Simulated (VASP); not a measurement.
Here is a VASP 6.6.1 calculation.

The input INCAR:

```
PREC = Accurate ; ENCUT = 500
EDIFF = 1E-6 ; ISMEAR = 0
SIGMA = 0.02 ; LREAL = False
LASPH = True ; NELM = 120
ALGO = Normal ; ISIF = 2
LWAVE = False ; LCHARG = False
GGA = PE ; NBANDS = 15
GGA_COMPAT = False
```

Contents of KPOINTS:

```
Automatic mesh
0
Gamma
  6 6 6
```

Contents of POSCAR:

```
RbCl
1.0
    0.0000000000      3.3822879208      3.3822879208
    3.3822879208      0.0000000000      3.3822879208
    3.3822879208      3.3822879208      0.0000000000
Rb Cl
1 1
Direct
    0.0000000000      0.0000000000      0.0000000000
    0.5000000000      0.5000000000      0.5000000000
```

Potentials or basis: VASP PAW PBE potentials, release 64 (Rb_sv, Cl).

The run is started by

```bash
$ cat potpaw_PBE.64/Rb_sv/POTCAR potpaw_PBE.64/Cl/POTCAR > POTCAR
$ mpirun -np 1 vasp_std > vasp.out
```

Q: Predict the band gap on the k mesh.

A: 4.74 eV, direct.

Q: Estimate the pressure.

A: -0.4 GPa.
